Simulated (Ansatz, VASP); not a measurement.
## One calculation of Al2Zn, two programs

```
CELL_PARAMETERS angstrom
3.09245 0.00000 0.00000
-1.54622 2.67814 0.00000
0.00000 0.00000 6.35281
ATOMIC_POSITIONS crystal
Al 0.33333 0.66667 0.32822
Al 0.66667 0.33333 0.67178
Zn 0.00000 0.00000 0.00000
```

Alike in both runs: task single point; functional LDA; k mesh 18 × 18 × 8; occupations gaussian, width 0.15 eV; no spin polarisation.

|  | VASP | Ansatz |
| --- | --- | --- |
| version | VASP 6.6.1 | Ansatz 0.2.0 |
| potentials or method | VASP PAW LDA potentials, release 64 (Al, Zn), cutoff 520 eV | scalar-relativistic, plane waves, PAW |
| valence electrons in the cell | 18 | 18 |

Ansatz gave:

```
gap on the k mesh at the Fermi level (eV)                     : none
pressure (GPa)                                                : -7.9
traceless stress, the component that is largest in VASP (GPa) : 0.33
rms of the force components (eV/Å)                            : 0.056
```

Task: What did VASP give for the same quantities?

Result: gap on the k mesh at the Fermi level (eV): none; pressure (GPa): -7.8; traceless stress, the component that is largest in VASP (GPa): 0.40; rms of the force components (eV/Å): 0.051.

LDA's correlation is that of Perdew and Zunger in VASP and of Perdew and Wang (1992) in Ansatz. Atom by atom the forces differ by 0.005 eV/Å (rms over components). A gap of «none» marks a metal or a gap that the smearing closes.
